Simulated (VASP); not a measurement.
Here is a VASP 6.6.1 calculation.

Contents of INCAR:

```
SYSTEM = IrRu2
PREC = Accurate
ENCUT = 520
EDIFF = 1E-6
ISMEAR = 0
SIGMA = 0.1
LREAL = .False.
LASPH = .True.
NELM = 80
ALGO = Fast
ISIF = 2
LWAVE = .False.
LCHARG = .True.
GGA = PE
LELF = .True.
LVHAR = .True.
NBANDS = 46
```

The input KPOINTS:

```
regular mesh
0
Gamma
  18 18 4
  0 0 0
```

File POSCAR:

```
IrRu2
1.0
    2.7323771014      0.0000000000      0.0000000000
   -1.3661885507      2.3663079826      0.0000000000
    0.0000000000      0.0000000000     12.9967496581
Ru Ir
4 2
Direct
    0.3333333333      0.6666666667      0.9191016989
    0.3333333333      0.6666666667      0.5808983011
    0.6666666667      0.3333333333      0.0808983011
    0.6666666667      0.3333333333      0.4191016989
    0.3333333333      0.6666666667      0.2500000000
    0.6666666667      0.3333333333      0.7500000000
```

Potentials or basis: VASP PAW PBE potentials, release 64 (Ru_pv, Ir).

Launch:

```bash
$ cat potpaw_PBE.64/Ru_pv/POTCAR potpaw_PBE.64/Ir/POTCAR > POTCAR
$ mpirun -np 1 vasp_std > vasp.out
```

Question: Predict the band gap on the k mesh.

Answer: Zero (bands 37 and 38 overlap by 2.75 eV).

Question: What does it give for the largest force?

Answer: 0.016 eV/Å.

Forces in eV/Å, atoms in the order of the input:
```
Ru   0.000  0.000  0.016
Ru   0.000  0.000 -0.016
Ru   0.000  0.000 -0.016
Ru   0.000  0.000  0.016
Ir   0.000  0.000  0.000
Ir   0.000  0.000  0.000
```

Caveat: spin-orbit coupling is left out, which moves the levels of the heavy elements.
